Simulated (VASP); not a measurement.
Here is a VASP 6.6.1 calculation.

File INCAR:

```
PREC = Accurate
ENCUT = 500
EDIFF = 1E-6
ISMEAR = 0
SIGMA = 0.01
LREAL = False
LASPH = True
NELM = 120
ALGO = Normal
ISIF = 2
LWAVE = False
LCHARG = True
GGA = PE
IVDW = 12
LELF = True
LVHAR = True
NBANDS = 16
GGA_COMPAT = False
```

The input KPOINTS:

```
regular mesh
0
Gamma
  6 6 6
```

POSCAR

```
InP
1.0
    0.0000000000      2.9537876370      2.9537876370
    2.9537876370      0.0000000000      2.9537876370
    2.9537876370      2.9537876370      0.0000000000
In P
1 1
Direct
    0.0000000000      0.0000000000      0.0000000000
    0.2500000000      0.2500000000      0.2500000000
```

Potentials or basis: VASP PAW PBE potentials, release 64 (In_d, P).

Command:

```sh
$ cat potpaw_PBE.64/In_d/POTCAR potpaw_PBE.64/P/POTCAR > POTCAR
$ mpirun -np 1 vasp_std > vasp.out
```

(1) Estimate the band gap on the k mesh.

(2) Estimate the dispersion energy per atom.

(3) What does it give for the pressure?

Results:

(1) 0.58 eV, direct.

(2) -0.306 eV.

(3) -0.5 GPa.

Caveat: spin-orbit coupling is left out, which moves the levels of the heavy elements.
